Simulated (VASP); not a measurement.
Crystal: TiP2O2.

```xyz
5
Lattice="3.4412 0.0000 0.0000 -1.7206 2.9802 0.0000 0.0000 0.0000 11.4710" Properties=species:S:1:pos:R:3 pbc="T T T"
Ti    0.0000    0.0000    5.7355
P     0.0000    1.9868   11.4333
P     1.7206    0.9934    0.0377
O     0.0000    0.0000    3.3977
O     0.0000    0.0000    8.0733
```

- Program: VASP 6.6.1
- Task: relaxation of cell and atoms
- Functional: PBE
- Dispersion: D3(BJ)
- Potentials or basis: VASP PAW PBE potentials, release 64 (Ti_sv, P, O)
- Cutoff: 600 eV
- k mesh: 6 × 6 × 2
- Occupations: gaussian, width 0.1 eV
- Spin: collinear spin
- Starting moments: [1.0, 0.0, 0.0, 0.0, 0.0] μB

At the start: pressure -6.0 GPa; volume 23.53 Å³/atom.

Task: Where does the relaxation end?

Result: Over 47 steps the energy falls by 1797.7 meV/atom and the volume is 13.46 Å³/atom (-42.8 %); space group P6/mmm (No. 191, to 0.1 Å) before, P-3m1 (No. 164, to 0.1 Å); moment 0.00 μB per cell.

The path:
```csv
step,energy change (eV),largest force (eV/Å),pressure (GPa),volume (Å³)
1,0.0000,4.2143,-6.00,117.64
3,-5.7817,0.5338,1.43,102.64
5,-5.7915,1.4898,3.31,101.86
7,-6.0321,0.6541,-2.85,109.42
9,-6.9265,1.5362,-3.07,93.17
11,-7.3811,4.5715,13.88,70.47
13,-7.5102,3.6267,12.71,68.70
15,-7.5504,2.7655,11.84,67.18
17,-7.5844,2.5328,11.15,67.25
19,-7.8324,1.9376,6.41,70.26
21,-7.9930,0.8846,-0.85,75.81
23,-8.1158,0.4450,-2.33,74.44
25,-8.2190,0.6682,-2.16,71.27
27,-8.2512,0.4697,1.90,68.54
29,-8.3913,0.6897,1.60,67.86
31,-8.5678,2.2642,3.09,63.24
33,-8.7473,1.5087,2.41,64.53
35,-8.7856,1.4669,1.92,64.95
37,-8.7941,0.8952,-0.35,64.91
39,-8.8923,0.9575,0.98,65.02
41,-8.9681,0.2105,2.72,65.24
43,-8.9857,0.2618,-0.34,67.13
45,-8.9884,0.0418,0.22,67.23
47,-8.9886,0.0211,0.07,67.32
```

Final structure:
```cif
data_structure
_symmetry_space_group_name_H-M 'P 1'
_symmetry_Int_Tables_number 1
_cell_length_a 3.1521
_cell_length_b 3.1521
_cell_length_c 7.8240
_cell_angle_alpha 90.000
_cell_angle_beta 90.000
_cell_angle_gamma 120.000
_cell_volume 67.32
loop_
_atom_site_label
_atom_site_type_symbol
_atom_site_fract_x
_atom_site_fract_y
_atom_site_fract_z
_atom_site_occupancy
Ti1 Ti 0.00000 0.00000 0.50000 1
P1 P 0.33333 0.66667 0.92295 1
P2 P 0.66667 0.33333 0.07705 1
O1 O 0.00000 0.00000 0.26491 1
O2 O 0.00000 0.00000 0.73509 1
```

Caveat: the volume moved by over 15 % at a fixed basis, so the end points are rough.
